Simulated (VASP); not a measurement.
A run of VASP 6.6.1 is set up as follows.

File INCAR:

```
PREC = Accurate
ENCUT = 520
EDIFF = 1E-6
ISMEAR = 0
SIGMA = 0.1
LREAL = False
LASPH = True
NELM = 100
ALGO = Normal
ISIF = 2
LWAVE = False
LCHARG = True
GGA = PE
LELF = True
LVHAR = True
NBANDS = 28
```

File KPOINTS:

```
regular mesh
0
Gamma
  4 4 4
```

Contents of POSCAR:

```
HfAlO
1.0
    3.8782735800      0.0000000000      0.0000000000
    0.0000000000      3.8782735800      0.0000000000
    0.0000000000      0.0000000000      6.8257615700
Hf Al O
2 2 2
Direct
    0.5000000000      0.0000000000      0.6679999800
    0.0000000000      0.5000000000      0.3320000200
    0.0000000000      0.0000000000      0.0000000000
    0.5000000000      0.5000000000      0.0000000000
    0.5000000000      0.0000000000      0.1905000100
    0.0000000000      0.5000000000      0.8094999900
```

Potentials or basis: VASP PAW PBE potentials, release 64 (Hf_pv, Al, O).

Run with:

```sh
$ cat potpaw_PBE.64/Hf_pv/POTCAR potpaw_PBE.64/Al/POTCAR potpaw_PBE.64/O/POTCAR > POTCAR
$ mpirun -np 1 vasp_std > vasp.out
```

Problem. Estimate the band gap on the k mesh.

Solution. Zero (bands 19 and 20 overlap by 1.38 eV).

Problem. Predict the largest force.

Solution. 1.905 eV/Å.

Problem. What does it give for the pressure?

Solution. -10.6 GPa.

Forces on the atoms (eV/Å):
```
Hf   0.000  0.000 -1.905
Hf   0.000  0.000  1.905
Al   0.000  0.000  0.000
Al   0.000  0.000  0.000
O    0.000  0.000  0.615
O    0.000  0.000 -0.615
```

Caveat: the k points lie up to 0.41 Å⁻¹ apart, too coarse for converged energies and pressures of a metal; spin-orbit coupling is left out, which moves the levels of the heavy elements; forces of over 1 eV/Å act on the atoms, so gaps and moduli don't describe the material at rest.
